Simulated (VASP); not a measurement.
Input of a VASP 6.6.1 run:

INCAR

```
ALGO = Normal ; EDIFF = 1E-6
ENCUT = 520 ; GGA = RP
ISIF = 2 ; ISMEAR = -1
LASPH = True ; LCHARG = True
LELF = True ; LREAL = False
LVHAR = True ; LWAVE = False
NBANDS = 16 ; NELM = 60
PREC = Accurate ; SIGMA = 0.1
```

KPOINTS

```
k-points
0
Gamma
  15 15 4
```

Contents of POSCAR:

```
Si
1.0
    2.6935515944      0.0000000000      0.0000000000
   -1.3467757972      2.3326841072      0.0000000000
    0.0000000000      0.0000000000      8.9347577931
Si
4
Direct
    0.0000000000      0.0000000000      0.0000000000
    0.0000000000      0.0000000000      0.5000000000
    0.3333333333      0.6666666667      0.2500000000
    0.6666666667      0.3333333333      0.7500000000
```

Potentials or basis: VASP PAW PBE potentials, release 64 (Si).

The run is started by

```bash
$ cat potpaw_PBE.64/Si/POTCAR > POTCAR
$ mpirun -np 1 vasp_std > vasp.out
```

Estimate the band gap on the k mesh.

zero (bands 8 and 9 overlap by 12.82 eV).

Estimate the pressure.

3.1 GPa.

Stress tensor (GPa, compression positive):
```
2.27 0.00 0.00
0.00 2.27 0.00
0.00 0.00 4.81
```

Caveat: the cell stands under pressure; the PAW data sets were made with another functional, which shifts forces and pressure a little.
